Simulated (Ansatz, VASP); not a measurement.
KI in VASP and in Ansatz

File POSCAR:

```
KI
1.0
    0.0000000000      3.9658927787      3.9658927787
    3.9658927787      0.0000000000      3.9658927787
    3.9658927787      3.9658927787      0.0000000000
K I
1 1
Direct
    0.0000000000      0.0000000000      0.0000000000
    0.2500000000      0.2500000000      0.2500000000
```

File INCAR.step1:

```
SYSTEM = KI
ALGO = Normal ; EDIFF = 1E-4
ENCUT = 520 ; GGA = PE
ISMEAR = 0 ; LASPH = .TRUE.
LCHARG = .FALSE. ; LREAL = .FALSE.
LWAVE = .TRUE. ; NBANDS = 15
NELM = 60 ; PREC = Accurate
SIGMA = 0.01
```

File INCAR.step2:

```
SYSTEM = KI
ALGO = Normal ; EDIFF = 1E-7
ENCUT = 520 ; ISIF = 2
ISMEAR = 0 ; ISTART = 1
LASPH = .TRUE. ; LCHARG = .FALSE.
LMIXTAU = .TRUE. ; LREAL = .FALSE.
LWAVE = .FALSE. ; METAGGA = R2SCAN
NBANDS = 15 ; NELM = 60
PREC = Accurate ; SIGMA = 0.01
```

File KPOINTS:

```
k-points
0
G
  6 6 6
  0 0 0
```

Input for Ansatz:

```yaml
crystal:
  lattice:
    - [0.0, 3.9658927787, 3.9658927787]
    - [3.9658927787, 0.0, 3.9658927787]
    - [3.9658927787, 3.9658927787, 0.0]
  atoms:
    - { symbol: K, position: [0.0, 0.0, 0.0] }
    - { symbol: I, position: [0.25, 0.25, 0.25] }
kpoints:
  mp_grid: { grid: [6, 6, 6] }
  band_path:
    path:
      - [0.0, 0.0, 0.0]
      - [-0.5, -0.5, 0.0]
      - [-0.375, -0.375, 0.25]
      - [-0.375, 0.0, 0.375]
      - [0.0, 0.0, 0.5]
      - [-0.5, -0.25, 0.25]
      - [0.0, 0.145833, -0.145833]
    npoints: 1
hamiltonian:
  xc: r2scan
scf:
  occupations: { method: fixed }
  n_extra_bands: 4
output:
  forces: true
  stress: true
  eigenvalues: true
```

Alike in both runs: task single point; functional r2SCAN; k mesh 6 × 6 × 6; no spin polarisation.

|  | VASP | Ansatz |
| --- | --- | --- |
| version | VASP 6.6.1 | Ansatz 0.2.0 |
| potentials or method | VASP PAW PBE potentials, release 64 (K_sv, I) | plane waves, PAW |
| plane-wave cutoff (eV) | 520 | 500 |
| occupations | gaussian, width 0.01 eV | fixed |
| valence electrons in the cell | 16 | 26 |

|  | VASP | Ansatz | Ansatz less VASP |
| --- | --- | --- | --- |
| gap on the k mesh at the Fermi level (eV) | 4.47 | 4.47 | +0.004 |
| pressure (GPa) | 0.0 | 0.0 | 0.00 |

VASP's potentials were made for PBE, not for r2SCAN. VASP's potentials hold 16 valence electrons a cell and Ansatz's 26, so a difference there can come from the potentials and not from the codes.

Spin-orbit coupling is off throughout.
